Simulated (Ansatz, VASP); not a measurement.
## Cs2BaC in VASP and in Ansatz

File INCAR:

```
SYSTEM = Cs2BaC
PREC     = Accurate       ! precision mode
ENCUT    = 520            ! plane-wave cutoff, eV
EDIFF    = 1E-7           ! SCF threshold, eV
ISMEAR   = 0              ! smearing method
SIGMA    = 0.1            ! smearing width, eV
LREAL    = .FALSE.        ! projectors in reciprocal space
LASPH    = .TRUE.         ! aspherical terms in the spheres
NELM     = 150            ! most SCF steps
ALGO     = Fast           ! electronic algorithm
ISIF     = 2              ! what is computed and relaxed
LWAVE    = .FALSE.        ! write WAVECAR
LCHARG   = .FALSE.        ! write CHGCAR
ISPIN    = 2              ! spin polarisation
MAGMOM   = 0 0 0 1        ! initial moments
LORBIT   = 11             ! projections on sites
GGA      = PE             ! functional
NBANDS   = 28             ! bands
```

KPOINTS

```
Automatic mesh
0
G
  4 4 4
  0 0 0
```

The input POSCAR:

```
Cs2BaC
1.0
    4.9080722700      0.0000000000      0.0000000000
    0.0000000000      4.9080722700      0.0000000000
    0.0000000000      0.0000000000      6.6710013500
Cs Ba C
2 1 1
Direct
    0.0000000000      0.0000000000      0.5000000000
    0.5000000000      0.5000000000      0.0000000000
    0.5000000000      0.5000000000      0.5000000000
    0.0000000000      0.0000000000      0.0000000000
```

Input for Ansatz:

```yaml
crystal:
  lattice:
    - [4.90807227, 0.0, 0.0]
    - [0.0, 4.90807227, 0.0]
    - [0.0, 0.0, 6.67100135]
  atoms:
    - { symbol: Cs, position: [0.0, 0.0, 0.5] }
    - { symbol: Cs, position: [0.5, 0.5, 0.0] }
    - { symbol: Ba, position: [0.5, 0.5, 0.5] }
    - { symbol: C, position: [0.0, 0.0, 0.0], spin: 1.0 }
basis:
  ecutwfc: 420
kpoints:
  mp_grid: { grid: [4, 4, 4] }
hamiltonian:
  xc: pbe
scf:
  occupations: { method: gaussian, width: 0.1 }
  lower_state_search: "off"
output:
  forces: true
  stress: true
  eigenvalues: true
  populations: true
magnetization:
  spin_polarized: true
```

Change from the starting cell: species swapped into the LiNdS2 type (P4/mmm, No. 123).

Alike in both runs: task single point; functional PBE; k mesh 4 × 4 × 4; occupations gaussian, width 0.1 eV; collinear spin.

|  | VASP | Ansatz |
| --- | --- | --- |
| version | VASP 6.6.1 | Ansatz 0.2.0 |
| potentials or method | VASP PAW PBE potentials, release 64 (Cs_sv, Ba_sv, C), cutoff 520 eV | scalar-relativistic, plane waves, PAW |
| valence electrons in the cell | 32 | 32 |

```tsv
	VASP	Ansatz	Ansatz less VASP
gap on the k mesh at the Fermi level (eV)	none	none	-
pressure (GPa)	2.4	2.1	-0.29
traceless stress, the component that is largest in VASP (GPa)	1.85	1.83	-0.013
net moment per atom (μB)	0.20	0.20	0.000
size of the moment on the site where the two differ most (μB)	0.98	1.93	+0.954
```

Site moments also hang on the region over which each program counts them. A gap of «none» marks a metal or a gap that the smearing closes.

Spin-orbit coupling is off throughout.
